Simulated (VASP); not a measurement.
# Mo (Im-3m) in VASP: single point with PBE

Aim: the single point of Mo with PBE.

All numbers are computed with VASP 6.6.1; they aren't measurements. Logs are shortened: lines on timing, memory, paths and dates and some standing lists are left out, and cuts for length are marked.

**1. The cell of the first run**

The structure is cubic, space group Im-3m (No. 229). The conventional cell has a = 3.160 Å, b = 3.160 Å, c = 3.160 Å, α = 90.00°, β = 90.00°, γ = 90.00°. Within 3.6 Å of Mo (site symmetry m-3m) lie 14 Mo at 2.74 to 3.16 Å.

**2. Single point, PBE**

The input, INCAR:

```
SYSTEM = Mo
  PREC = Accurate
  ENCUT = 520
  EDIFF = 1E-7
  ISMEAR = 0
  SIGMA = 0.15
  LREAL = .False.
  LASPH = .True.
  NELM = 100
  ALGO = Fast
  ISIF = 2
  LWAVE = .False.
  LCHARG = .False.
  GGA = PE
  NBANDS = 36
```

The input, KPOINTS:

```
Automatic mesh
0
Gamma
  17 17 5
  0 0 0
```

The input, POSCAR:

```
Mo
1.0
   -1.5802339368      1.5802339368     -1.5802339368
   -1.5802339368     -1.5802339368      1.5802339368
    0.0000000000      6.3209357472      6.3209357472
Mo
4
Direct
    0.0000000000      0.0000000000      0.0000000000
    0.5000000000      0.5000000000      0.2500000000
    0.0000000000      0.0000000000      0.5000000000
    0.5000000000      0.5000000000      0.7500000000
```

Potentials or basis: VASP PAW PBE potentials, release 64 (Mo_sv).

Started as:

```sh
> cat potpaw_PBE.64/Mo_sv/POTCAR > POTCAR
> mpirun -np 1 vasp_std > vasp.out
```

OUTCAR:

```text
SYSTEM = Mo
   PREC = Accurate
   ENCUT = 520
   EDIFF = 1E-7
   ISMEAR = 0
   LREAL = .False.
   LASPH = .True.
   NELM = 100
   ISIF = 2
   GGA = PE

 ion  position               nearest neighbor table
   1  0.000  0.000  0.000-   2 2.74   4 2.74   2 2.74   4 2.74   2 3.16   4 3.16   2 3.16   4 3.16

   2  0.500  0.500  0.250-   1 2.74   3 2.74   1 2.74   3 2.74   1 3.16   3 3.16   1 3.16   3 3.16

   3  0.000  0.000  0.500-   2 2.74   4 2.74   2 2.74   4 2.74   2 3.16   4 3.16   2 3.16   4 3.16

   4  0.500  0.500  0.750-   1 2.74   3 2.74   1 2.74   3 2.74   1 3.16   3 3.16   1 3.16   3 3.16

  LATTYP: Found a base centered orthorhombic cell.
 ALAT       =     3.1604678736
 B/A-ratio  =     1.4142135624
 C/A-ratio  =     2.8284271247

  Lattice vectors:

 A1 = (  -1.5802339368,   1.5802339368,  -1.5802339368)
 A2 = (  -1.5802339368,  -1.5802339368,   1.5802339368)
 A3 = (   0.0000000000,   6.3209357472,   6.3209357472)

Analysis of symmetry for initial positions (statically):
=====================================================================
 Subroutine PRICEL returns following result:

  LATTYP: Found a body centered cubic cell.
 ALAT       =     3.1604678736

  Lattice vectors:

 A1 = (   1.5802339368,   1.5802339368,  -1.5802339368)
 A2 = (  -1.5802339368,  -1.5802339368,  -1.5802339368)
 A3 = (  -1.5802339368,   1.5802339368,   1.5802339368)

   4 primitive cells build up your supercell.

 Routine SETGRP: Setting up the symmetry group for a
 base centered orthorhombic supercell.

 Subroutine GETGRP returns: Found  8 space group operations
 (whereof  8 operations were pure point group operations)
 out of a pool of  8 trial point group operations.

The static configuration has the point symmetry D_2h.

Analysis of symmetry for dynamics (positions and initial velocities):
=====================================================================
 Subroutine PRICEL returns following result:

  LATTYP: Found a body centered cubic cell.
 ALAT       =     3.1604678736

  Lattice vectors:

 A1 = (   1.5802339368,   1.5802339368,  -1.5802339368)
 A2 = (  -1.5802339368,  -1.5802339368,  -1.5802339368)
 A3 = (  -1.5802339368,   1.5802339368,   1.5802339368)

   4 primitive cells build up your supercell.

 Routine SETGRP: Setting up the symmetry group for a
 base centered orthorhombic supercell.

 Subroutine GETGRP returns: Found  8 space group operations
 (whereof  8 operations were pure point group operations)
[... 99 lines left out ...]
   NELM   =    100;   NELMIN=  2; NELMDL= -5     # of ELM steps
   EDIFF  = 0.1E-06   stopping-criterion for ELM
   LREAL  =      F    real-space projection
   EDIFFG = 0.1E-05   stopping-criterion for IOM
   NSW    =      0    number of steps for IOM
   IBRION =     -1    ionic relax: 0-MD 1-quasi-New 2-CG
   NFREE  =      0    steps in history (QN), initial steepest desc. (CG)
   ISIF   =      2    stress and relaxation
   ISYM   =      2    0-nonsym 1-usesym 2-fastsym
   POTIM  = 0.5000    time-step for ionic-motion
   TEBEG  =    0.0;   TEEND  =   0.0 temperature during run
   PSTRESS=    0.0 pullay stress
   NELECT =      56.0000    total number of electrons
   NUPDOWN=      -1.0000    fix difference up-down
   EMIN   =  10.00;   EMAX   =-10.00  energy-range for DOS
   EFERMI =   0.00;   METHOD = LEGACY
   ISMEAR =     0;   SIGMA  =   0.15  broadening in eV -4-tet -1-fermi 0-gaus
   EFERMI_NEDOS =   21; number of points for ismear=-14 and -15
   IALGO  =     68    algorithm
   IMIX   =      4    mixing-type and parameters
     AMIX     =   0.40;   BMIX     =  1.00
     AMIX_MAG =   1.60;   BMIX_MAG =  1.00
  volume/ion in A,a.u.               =      15.78       106.52
  Fermi-wavevector in a.u.,A,eV,Ry     =   1.572930  2.972407 33.662304  2.474110
  Thomas-Fermi vector in A             =   2.674291
   LORBIT       =      0    0 simple, 1 ext, 2 COOP (PROOUT), +10 PAW based schemes
   GGA     = PE    functional components
   LHFCALC =     F    Hartree Fock is set to
   AEXX    =    0.0000 exact exchange contribution
   IVDW    =     0    specifies the selected vdW correction
   LEPSILON=     F    determine dielectric tensor
   LRPA    =     F    only Hartree local field effects (RPA)
 non-spin polarized calculation
 RMM-DIIS sequential band-by-band and
 Gauss-broadening in eV      SIGMA  =   0.15
  energy-cutoff  :      520.00
  volume of cell :       63.14
 maximum number of plane-waves:      1728
   NGX = 11   NGY = 11   NGZ = 33

 number of electron      55.9999984 magnetization

 Free energy of the ion-electron system (eV)
  ---------------------------------------------------
  ext. energy  EPLUGINS =         0.00000000
  ---------------------------------------------------
  free energy    TOTEN  =       -43.75745386 eV

  energy without entropy =      -43.73150572  energy(sigma->0) =      -43.74447979

 E-fermi :  12.4659     XC(G=0): -13.3363

 val. band max:       12.4517812973   @ k =  -0.3529   0.2941   0.0000
 cond. band min:      12.4672005761   @ k =   0.3529   0.1765   0.2000
 fundamental gap:      0.0154192788
 Fermi energy:        12.4659199898

 k-point     1 :       0.0000    0.0000    0.0000
  band No.  band energies     occupation
      1     -48.8452      2.00000
      2     -48.7194      2.00000
      3     -48.7194      2.00000
      4     -48.5906      2.00000
      5     -23.4893      2.00000
      6     -22.8333      2.00000
[... 925 lines left out ...]
     35      13.8674      0.00000
     36      14.0118      0.00000

 [... further k-points ...]

------------------------ aborting loop because EDIFF is reached ----------------------------------------

  FORCE on cell =-STRESS in cart. coord.  units (eV):
  Direction    XX          YY          ZZ          XY          YZ          ZX
  --------------------------------------------------------------------------------------
  -------------------------------------------------------------------------------------
  Total        0.2607434      0.2423986      0.2423986      0.0000000      0.0979442     -0.0000000
  in kB        6.6166755      6.1511546      6.1511546      0.0000000      2.4854500     -0.0000000
  external PRESSURE =       6.3063282 kB  Pullay stress =       0.0000000 kB

 VOLUME and BASIS-vectors are now :
 -----------------------------------------------------------------------------
  energy-cutoff  :      520.00
  volume of cell :       63.14
      direct lattice vectors                 reciprocal lattice vectors
    -1.580233937  1.580233937 -1.580233937    -0.316408848  0.158204424 -0.158204424
    -1.580233937 -1.580233937  1.580233937    -0.316408848 -0.158204424  0.158204424
     0.000000000  6.320935747  6.320935747     0.000000000  0.079102212  0.079102212

 POSITION                                       TOTAL-FORCE (eV/Angst)
 -----------------------------------------------------------------------------------
      0.00000      0.00000      0.00000         0.000000      0.000000      0.000000
     -1.58023      1.58023      1.58023        -0.000000      0.000000      0.000000
      0.00000      3.16047      3.16047        -0.000000     -0.000000     -0.000000
     -1.58023      4.74070      4.74070         0.000000     -0.000000     -0.000000
 -----------------------------------------------------------------------------------
    total drift:                               -0.000000      0.000000      0.000000

  FREE ENERGIE OF THE ION-ELECTRON SYSTEM (eV)
  ---------------------------------------------------
  free  energy   TOTEN  =       -43.7574538622 eV

  energy  without entropy=      -43.7315057240  energy(sigma->0) =      -43.74447979
```

Run time: 7.6 min. Hardware: 1 thread of Intel Xeon Platinum 8259CL at 2.50GHz (Skylake/Cascade Lake), shared host; peak memory 0.46 GiB.

What came out:

| Item | Value |
| --- | --- |
| Free energy | -43.7575 eV |
| Pressure | 0.6 GPa |
| Band gap on the k mesh | zero (bands 28 and 29 overlap by 2.78 eV) |
